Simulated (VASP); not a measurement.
# PbF2 (Fm-3m) in VASP: a series of runs, part 2 of 2

VASP 6.6.1. Earlier steps stand in the parts before.

### 5 Single point, r2SCAN

This run uses another cell than the first one, of 16.88 Å³/atom.

The input, POSCAR:

```
PbF2
1.0
    2.9364165786      2.9364165786      0.0000000000
   -2.9364165786      2.9364165786      0.0000000000
    0.0000000000      2.9364165786      2.9364165786
Pb F
1 2
Direct
    0.0000000000      0.0000000000      0.0000000000
    0.2500000000      0.7500000000      0.5000000000
    0.7500000000      0.2500000000      0.5000000000
```

The input, INCAR.step1:

```
PREC = Accurate
ENCUT = 520
ISMEAR = 0
SIGMA = 0.01
LREAL = False
LASPH = True
NELM = 80
NBANDS = 21
GGA = PE
ALGO = Normal
EDIFF = 1E-4
LWAVE = True
LCHARG = False
```

The input, INCAR.step2:

```
PREC = Accurate
ENCUT = 520
EDIFF = 1E-6
ISMEAR = 0
SIGMA = 0.01
LREAL = False
LASPH = True
NELM = 80
ALGO = Normal
ISIF = 2
LWAVE = False
LCHARG = False
METAGGA = R2SCAN
LMIXTAU = True
NBANDS = 21
ISTART = 1
```

The input, KPOINTS:

```
Automatic mesh
0
Gamma
  8 8 8
```

Potentials or basis: VASP PAW PBE potentials, release 64 (Pb_d, F).

Command:

```console
cat potpaw_PBE.64/Pb_d/POTCAR potpaw_PBE.64/F/POTCAR > POTCAR
cp INCAR.step1 INCAR
mpirun -np 1 vasp_std > vasp.out
cp INCAR.step2 INCAR
mpirun -np 1 vasp_std > vasp.out
```

OUTCAR:

```text
PREC = Accurate
   ENCUT = 520
   EDIFF = 1E-6
   ISMEAR = 0
   LREAL = False
   LASPH = True
   NELM = 80
   ISIF = 2
   METAGGA = R2SCAN
   ISTART = 1

 ion  position               nearest neighbor table
   1  0.000  0.000  0.000-   3 2.54   2 2.54   2 2.54   3 2.54   2 2.54   3 2.54   3 2.54   2 2.54

   2  0.250  0.750  0.500-   1 2.54   1 2.54   1 2.54   1 2.54
   3  0.750  0.250  0.500-   1 2.54   1 2.54   1 2.54   1 2.54

  LATTYP: Found a face centered cubic cell.
 ALAT       =     5.8728331572

  Lattice vectors:

 A1 = (   0.0000000000,   2.9364165786,   2.9364165786)
 A2 = (   2.9364165786,   0.0000000000,   2.9364165786)
 A3 = (   2.9364165786,   2.9364165786,   0.0000000000)

Analysis of symmetry for initial positions (statically):
=====================================================================
 Subroutine PRICEL returns:
 Original cell was already a primitive cell.

 Routine SETGRP: Setting up the symmetry group for a
 face centered cubic supercell.

 Subroutine GETGRP returns: Found 48 space group operations
 (whereof 48 operations were pure point group operations)
 out of a pool of 48 trial point group operations.

The static configuration has the point symmetry O_h .

Analysis of symmetry for dynamics (positions and initial velocities):
=====================================================================
 Subroutine PRICEL returns:
 Original cell was already a primitive cell.

 Routine SETGRP: Setting up the symmetry group for a
 face centered cubic supercell.

 Subroutine GETGRP returns: Found 48 space group operations
 (whereof 48 operations were pure point group operations)
 out of a pool of 48 trial point group operations.

The dynamic configuration has the point symmetry O_h .

 Subroutine INISYM returns: Found 48 space group operations
 (whereof 48 operations are pure point group operations),
 and found     1 'primitive' translations

----------------------------------------------------------------------------------------

                                     Primitive cell

  volume of cell :      50.6388

  direct lattice vectors                    reciprocal lattice vectors
     2.936416579  2.936416579  0.000000000     0.170275568  0.170275568 -0.170275568
    -2.936416579  2.936416579  0.000000000    -0.170275568  0.170275568 -0.170275568
     0.000000000  2.936416579  2.936416579     0.000000000  0.000000000  0.340551135

  length of vectors
     4.152720150  4.152720150  4.152720150     0.294925935  0.294925935  0.340551135

  position of ions in fractional coordinates (direct lattice)
     0.000000000  0.000000000  0.000000000
     0.250000000  0.750000000  0.500000000
     0.750000000  0.250000000  0.500000000

  ion indices of the primitive-cell ions
   primitive index   ion index
                 1           1
                 2           2
                 3           3

----------------------------------------------------------------------------------------

 KPOINTS: Automatic mesh

Automatic generation of k-mesh.
 Grid dimensions read from file:
 generate k-points for:    8    8    8

 Generating k-lattice:

  Cartesian coordinates                     Fractional coordinates (reciprocal lattice)
     0.021284446  0.021284446 -0.021284446     0.125000000  0.000000000  0.000000000
    -0.021284446  0.021284446 -0.021284446     0.000000000  0.125000000  0.000000000
     0.000000000  0.000000000  0.042568892     0.000000000  0.000000000  0.125000000

  Length of vectors
     0.036865742  0.036865742  0.042568892

  Shift w.r.t. Gamma in fractional coordinates (k-lattice)
     0.000000000  0.000000000  0.000000000

 Subroutine IBZKPT returns following result:
 ===========================================

 Found     29 irreducible k-points:

 Following reciprocal coordinates:
            Coordinates               Weight
  0.000000  0.000000  0.000000      1.000000
  0.125000  0.000000  0.000000      8.000000
  0.250000  0.000000  0.000000      8.000000
  0.375000  0.000000  0.000000      8.000000
  0.500000  0.000000  0.000000      4.000000
  0.125000  0.125000  0.000000     12.000000
[... 16 lines left out ...]
  0.375000  0.250000  0.125000     48.000000
  0.500000  0.250000  0.125000     24.000000
 [... further k-points ...]
   k-points           NKPTS =     29   k-points in BZ     NKDIM =     29   number of bands    NBANDS=     21
   number of dos      NEDOS =    301   number of ions     NIONS =      3
   total plane-waves  NPLWV =  32768
   dimension x,y,z NGX =    32 NGY =   32 NGZ =   32
   dimension x,y,z NGXF=    64 NGYF=   64 NGZF=   64
   ions per type =               1   2
   NGX,Y,Z   is equivalent  to a cutoff of  12.81, 12.81, 12.81 a.u.
   NGXF,Y,Z  is equivalent  to a cutoff of  25.62, 25.62, 25.62 a.u.
 SYSTEM =  unknown system
   PREC   = accura    normal or accurate (medium, high low for compatibility)
   ISTART =      1    job   : 0-new  1-cont  2-samecut
   ICHARG =      0    charge: 1-file 2-atom 10-const
   ISPIN  =      1    spin polarized calculation?
   LNONCOLLINEAR =      F non collinear calculations
   LSORBIT =      F    spin-orbit coupling
   LASPH  =      T    aspherical Exc in radial PAW
   ENCUT  =  520.0 eV  38.22 Ry    6.18 a.u.   7.72  7.72  7.72*2*pi/ulx,y,z
   NELM   =     80;   NELMIN=  2; NELMDL=  0     # of ELM steps
   EDIFF  = 0.1E-05   stopping-criterion for ELM
   LREAL  =      F    real-space projection
   EDIFFG = 0.1E-04   stopping-criterion for IOM
   NSW    =      0    number of steps for IOM
   IBRION =     -1    ionic relax: 0-MD 1-quasi-New 2-CG
   NFREE  =      0    steps in history (QN), initial steepest desc. (CG)
   ISIF   =      2    stress and relaxation
   ISYM   =      2    0-nonsym 1-usesym 2-fastsym
   POTIM  = 0.5000    time-step for ionic-motion
   TEBEG  =    0.0;   TEEND  =   0.0 temperature during run
   PSTRESS=    0.0 pullay stress
   NELECT =      28.0000    total number of electrons
   NUPDOWN=      -1.0000    fix difference up-down
   EMIN   =  10.00;   EMAX   =-10.00  energy-range for DOS
   EFERMI =   0.00;   METHOD = LEGACY
   ISMEAR =     0;   SIGMA  =   0.01  broadening in eV -4-tet -1-fermi 0-gaus
   EFERMI_NEDOS =   21; number of points for ismear=-14 and -15
   IALGO  =     38    algorithm
   IMIX   =      4    mixing-type and parameters
     AMIX     =   0.40;   BMIX     =  1.00
     AMIX_MAG =   1.60;   BMIX_MAG =  1.00
  volume/ion in A,a.u.               =      16.88       113.91
  Fermi-wavevector in a.u.,A,eV,Ry     =   1.343692  2.539210 24.565443  1.805509
  Thomas-Fermi vector in A             =   2.471746
   LORBIT       =      0    0 simple, 1 ext, 2 COOP (PROOUT), +10 PAW based schemes
   METAGGA = R2SCAN    functional components
   LHFCALC =     F    Hartree Fock is set to
   AEXX    =    0.0000 exact exchange contribution
   IVDW    =     0    specifies the selected vdW correction
   LEPSILON=     F    determine dielectric tensor
   LRPA    =     F    only Hartree local field effects (RPA)
 non-spin polarized calculation
 Gauss-broadening in eV      SIGMA  =   0.01
  energy-cutoff  :      520.00
  volume of cell :       50.64
 maximum number of plane-waves:      1380
   NGX = 15   NGY = 15   NGZ = 15

 number of electron      27.9999990 magnetization

 Free energy of the ion-electron system (eV)
  ---------------------------------------------------
  ext. energy  EPLUGINS =         0.00000000
  ---------------------------------------------------
  free energy    TOTEN  =       -70.15209793 eV

  energy without entropy =      -70.15209793  energy(sigma->0) =      -70.15209793

 E-fermi :   1.9258     XC(G=0): -10.1599

 val. band max:        1.8694528754   @ k =   0.5000   0.5000   0.2500
 cond. band min:       6.7900403133   @ k =   0.5000   0.5000   0.0000
 fundamental gap:      4.9205874379
 Fermi energy:         1.9257511518

 k-point     1 :       0.0000    0.0000    0.0000
  band No.  band energies     occupation
      1     -20.7625      2.00000
      2     -20.1259      2.00000
      3     -13.0441      2.00000
      4     -13.0441      2.00000
      5     -13.0440      2.00000
      6     -12.9813      2.00000
[... 550 lines left out ...]
      5     -12.9543      2.00000
      6     -12.9221      2.00000
[... 13 lines left out ...]
     20      18.8661      0.00000
     21      19.1914      0.00000

 [... further k-points ...]

------------------------ aborting loop because EDIFF is reached ----------------------------------------

  FORCE on cell =-STRESS in cart. coord.  units (eV):
  Direction    XX          YY          ZZ          XY          YZ          ZX
  --------------------------------------------------------------------------------------
  -------------------------------------------------------------------------------------
  Total        0.6177932      0.6177932      0.6177932      0.0000000      0.0000000     -0.0000000
  in kB       19.5465779     19.5465779     19.5465779      0.0000000      0.0000000     -0.0000000
  external PRESSURE =      19.5465779 kB  Pullay stress =       0.0000000 kB

 VOLUME and BASIS-vectors are now :
 -----------------------------------------------------------------------------
  energy-cutoff  :      520.00
  volume of cell :       50.64
      direct lattice vectors                 reciprocal lattice vectors
     2.936416579  2.936416579  0.000000000     0.170275568  0.170275568 -0.170275568
    -2.936416579  2.936416579  0.000000000    -0.170275568  0.170275568 -0.170275568
     0.000000000  2.936416579  2.936416579     0.000000000  0.000000000  0.340551135

 POSITION                                       TOTAL-FORCE (eV/Angst)
 -----------------------------------------------------------------------------------
      0.00000      0.00000      0.00000         0.000000      0.000000     -0.000000
     -1.46821      4.40462      1.46821         0.000000     -0.000000     -0.000000
      1.46821      4.40462      1.46821        -0.000000     -0.000000      0.000000
 -----------------------------------------------------------------------------------
    total drift:                               -0.000000     -0.000000     -0.000000

  FREE ENERGIE OF THE ION-ELECTRON SYSTEM (eV)
  ---------------------------------------------------
  free  energy   TOTEN  =       -70.1520979288 eV

  energy  without entropy=      -70.1520979288  energy(sigma->0) =      -70.15209793
```

OSZICAR.step1:

```text
N       E                     dE             d eps       ncg     rms          rms(c)
DAV:   1     0.306182048708E+03    0.30618E+03   -0.14721E+04  1223   0.154E+03
DAV:   2     0.125407064241E+02   -0.29364E+03   -0.27579E+03  1334   0.435E+02
DAV:   3    -0.153512477313E+02   -0.27892E+02   -0.27589E+02  1398   0.142E+02
DAV:   4    -0.161527285915E+02   -0.80148E+00   -0.80091E+00  1426   0.253E+01
DAV:   5    -0.161802160858E+02   -0.27487E-01   -0.27485E-01  1511   0.493E+00    0.795E+00
DAV:   6    -0.142990467277E+02    0.18812E+01   -0.84578E+00  1627   0.233E+01    0.257E+00
DAV:   7    -0.143021706845E+02   -0.31240E-02   -0.43219E-01  1293   0.404E+00    0.154E+00
DAV:   8    -0.143015952940E+02    0.57539E-03   -0.97428E-02  1288   0.351E+00    0.549E-01
DAV:   9    -0.142980442152E+02    0.35511E-02   -0.18592E-02  1632   0.108E+00    0.101E-01
DAV:  10    -0.142991570971E+02   -0.11129E-02   -0.13825E-03  1248   0.277E-01    0.302E-02
DAV:  11    -0.142991621622E+02   -0.50651E-05   -0.99569E-05  1104   0.855E-02
   1 F= -.14299162E+02 E0= -.14299162E+02  d E =-.147336E-29
```

Run time: 45 s. Hardware: 1 thread of Intel Xeon 6975P-C (Granite Rapids), shared host; peak memory 0.19 GiB.

Results:

```
Free energy            : -70.1521 eV
Pressure               : 2.0 GPa
Band gap on the k mesh : 4.92 eV (least direct gap 5.07 eV)
```

Caveat: the PAW data sets were made with another functional, which shifts forces and pressure a little; spin-orbit coupling is left out, which moves the levels of the heavy elements.
